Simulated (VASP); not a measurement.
Re, 3 atoms in the cell. Symmetry: P6/mmm, No. 191, hexagonal system. Conventional cell: a = 4.340 Å, b = 4.340 Å, c = 2.718 Å, α = 90.00°, β = 90.00°, γ = 120.00°. Re (site symmetry 6/mmm) has 14 Re at 2.72 to 2.85 Å within 3.6 Å. Within 3.3 Å of Re (site symmetry -6m2) lie 11 Re at 2.51 to 2.85 Å. This isn't the form of Re at room conditions, which is hcp.

```yaml
Program: VASP 6.6.1
Task: single point
Functional: PBEsol
Potentials_or_basis: VASP PAW PBE potentials, release 64 (Re_sv_GW)
Cutoff: 560 eV
k_mesh: 12 × 12 × 16
Occupations: gaussian, width 0.1 eV
Spin: no spin polarisation
Dipole_correction: no
Further_INCAR_settings: ALGO = Normal; EDIFF = 1e-06; NBANDS = 30
```

Potentials or basis: VASP PAW PBE potentials, release 64 (Re_sv_GW).

Run with:

```sh
$ cat potpaw_PBE.64/Re_sv_GW/POTCAR > POTCAR
$ mpirun -np 1 vasp_std > vasp.out
```

Hardware: 1 thread of AMD EPYC 9R45 96-Core Processor (Zen 5), with other jobs on the host.

**Question.** Estimate the wall time of this run.

**Answer.** Wall time 2.7 min on 1 thread of AMD EPYC 9R45 96-Core Processor (Zen 5) (shared host), peak memory 0.31 GiB. Counts: scf iterations 22, k points 171.
